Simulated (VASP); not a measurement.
A run of VASP 6.6.1:

POSCAR

```
TiC
1.0
    0.0000000000      2.1544346900      2.1544346900
    2.1544346900      0.0000000000      2.1544346900
    2.1544346900      2.1544346900      0.0000000000
Ti C
1 1
Direct
    0.0000000000      0.0000000000      0.0000000000
    0.5000000000      0.5000000000      0.5000000000
```

Contents of INCAR.step1:

```
SYSTEM = TiC
PREC     = Accurate       ! precision mode
ENCUT    = 600            ! plane-wave cutoff, eV
ISMEAR   = -1             ! smearing method
SIGMA    = 0.1            ! smearing width, eV
LREAL    = .False.        ! projectors in reciprocal space
LASPH    = .True.         ! aspherical terms in the spheres
NELM     = 80             ! most SCF steps
GGA      = PE             ! functional
ALGO     = Normal         ! electronic algorithm
EDIFF    = 1E-4           ! SCF threshold, eV
LWAVE    = .True.         ! write WAVECAR
LCHARG   = .False.        ! write CHGCAR
```

File INCAR.step2:

```
SYSTEM = TiC
PREC     = Accurate       ! precision mode
ENCUT    = 600            ! plane-wave cutoff, eV
EDIFF    = 1E-6           ! SCF threshold, eV
ISMEAR   = -1             ! smearing method
SIGMA    = 0.1            ! smearing width, eV
LREAL    = .False.        ! projectors in reciprocal space
LASPH    = .True.         ! aspherical terms in the spheres
NELM     = 80             ! most SCF steps
ALGO     = Normal         ! electronic algorithm
ISIF     = 3              ! what is computed and relaxed
LWAVE    = .False.        ! write WAVECAR
LCHARG   = .False.        ! write CHGCAR
METAGGA  = R2SCAN         ! meta-GGA
LMIXTAU  = .True.       
IBRION   = 2              ! ionic algorithm
NSW      = 60             ! ionic steps
EDIFFG   = -0.005         ! ionic threshold
ISTART   = 1
```

The input KPOINTS:

```
regular mesh
0
Gamma
  15 15 15
  0 0 0
```

Potentials or basis: VASP PAW PBE potentials, release 64 (Ti_sv, C).

The run is started by

```console
$ cat potpaw_PBE.64/Ti_sv/POTCAR potpaw_PBE.64/C/POTCAR > POTCAR
$ cp INCAR.step1 INCAR
$ mpirun -np 1 vasp_std > vasp.out
$ cp INCAR.step2 INCAR
$ mpirun -np 1 vasp_std > vasp.out
```

Hardware: 1 thread of AMD EPYC 7R13 (shared host).

Estimate the wall time of this run.

Run time: 11 min on 1 thread of AMD EPYC 7R13, with other jobs on the host, peak memory 0.15 GiB. Counts: k points 120, ion steps 3.
